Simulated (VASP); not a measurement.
Input of a VASP 6.6.1 run:

The input POSCAR:

```
PtS2
1.0
    3.5526240946      0.0000000000      0.0000000000
   -1.7763120473      3.0766627160      0.0000000000
    0.0000000000      0.0000000000      5.1228306135
Pt S
1 2
Direct
    0.0000000000      0.0000000000      0.0000000000
    0.3333333333      0.6666666667      0.2392542175
    0.6666666667      0.3333333333      0.7607457825
```

INCAR.step1

```
SYSTEM = PtS2
PREC     = Accurate       ! precision mode
ENCUT    = 520            ! plane-wave cutoff, eV
ISMEAR   = -1             ! smearing method
SIGMA    = 0.001          ! smearing width, eV
LREAL    = .FALSE.        ! projectors in reciprocal space
LASPH    = .TRUE.         ! aspherical terms in the spheres
NELM     = 60             ! most SCF steps
NBANDS   = 18             ! bands
GGA      = PE             ! functional
ALGO     = Normal         ! electronic algorithm
EDIFF    = 1E-4           ! SCF threshold, eV
LWAVE    = .TRUE.         ! write WAVECAR
LCHARG   = .FALSE.        ! write CHGCAR
```

The input INCAR.step2:

```
SYSTEM = PtS2
PREC     = Accurate       ! precision mode
ENCUT    = 520            ! plane-wave cutoff, eV
EDIFF    = 1E-7           ! SCF threshold, eV
ISMEAR   = -1             ! smearing method
SIGMA    = 0.001          ! smearing width, eV
LREAL    = .FALSE.        ! projectors in reciprocal space
LASPH    = .TRUE.         ! aspherical terms in the spheres
NELM     = 60             ! most SCF steps
ALGO     = Normal         ! electronic algorithm
ISIF     = 2              ! what is computed and relaxed
LWAVE    = .FALSE.        ! write WAVECAR
LCHARG   = .FALSE.        ! write CHGCAR
METAGGA  = R2SCAN         ! meta-GGA
LMIXTAU  = .TRUE.       
NBANDS   = 18             ! bands
ISTART   = 1
```

Contents of KPOINTS:

```
Automatic mesh
0
G
  6 6 4
  0 0 0
```

Potentials or basis: VASP PAW PBE potentials, release 64 (Pt, S).

Command:

```bash
$ cat potpaw_PBE.64/Pt/POTCAR potpaw_PBE.64/S/POTCAR > POTCAR
$ cp INCAR.step1 INCAR
$ mpirun -np 1 vasp_std > vasp.out
$ cp INCAR.step2 INCAR
$ mpirun -np 1 vasp_std > vasp.out
```

Q: Estimate the band gap on the k mesh.

A: 0.98 eV, indirect (least direct gap 1.59 eV).

Q: Estimate the pressure.

A: 1.2 GPa.

Q: Estimate the largest force.

A: 0.048 eV/Å.

Forces on the atoms (eV/Å):
```
Pt   0.000  0.000  0.000
S    0.000  0.000 -0.048
S    0.000  0.000  0.048
```

Caveat: the PAW data sets were made with another functional, which shifts forces and pressure a little; spin-orbit coupling is left out, which moves the levels of the heavy elements. A k mesh can miss the band edges.
